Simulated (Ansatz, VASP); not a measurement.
**Rh: VASP beside Ansatz**

```xyz
2
Lattice="2.8719 0.0000 0.0000 -1.4359 2.4871 0.0000 0.0000 0.0000 4.0987" Properties=species:S:1:pos:R:3 pbc="T T T"
Rh    1.4359    0.8290    3.0741
Rh    0.0000    1.6581    1.0247
```

Alike in both runs: task single point; functional PBEsol; k mesh 21 × 21 × 12; occupations gaussian, width 0.15 eV; no spin polarisation.

|  | VASP | Ansatz |
| --- | --- | --- |
| version | VASP 6.6.1 | Ansatz 0.2.0 |
| potentials or method | VASP PAW PBE potentials, release 64 (Rh_pv), cutoff 520 eV | scalar-relativistic, plane waves, PAW |
| valence electrons in the cell | 30 | 34 |

VASP gave:

```
gap on the k mesh at the Fermi level (eV)                     : none
pressure (GPa)                                                : -14.4
traceless stress, the component that is largest in VASP (GPa) : 14.53
```

Q: Which values does Ansatz return?

A: gap on the k mesh at the Fermi level (eV): none; pressure (GPa): -14.3; traceless stress, the component that is largest in VASP (GPa): 14.57.

VASP's potentials were made for PBE, not for PBEsol, and Ansatz warns of the same on its side. A gap of «none» marks a metal or a gap that the smearing closes. The functional is the same, so the differences come from potentials, cutoffs and numerics. VASP's potentials hold 30 valence electrons a cell and Ansatz's 34, so a difference there can come from the potentials and not from the codes.
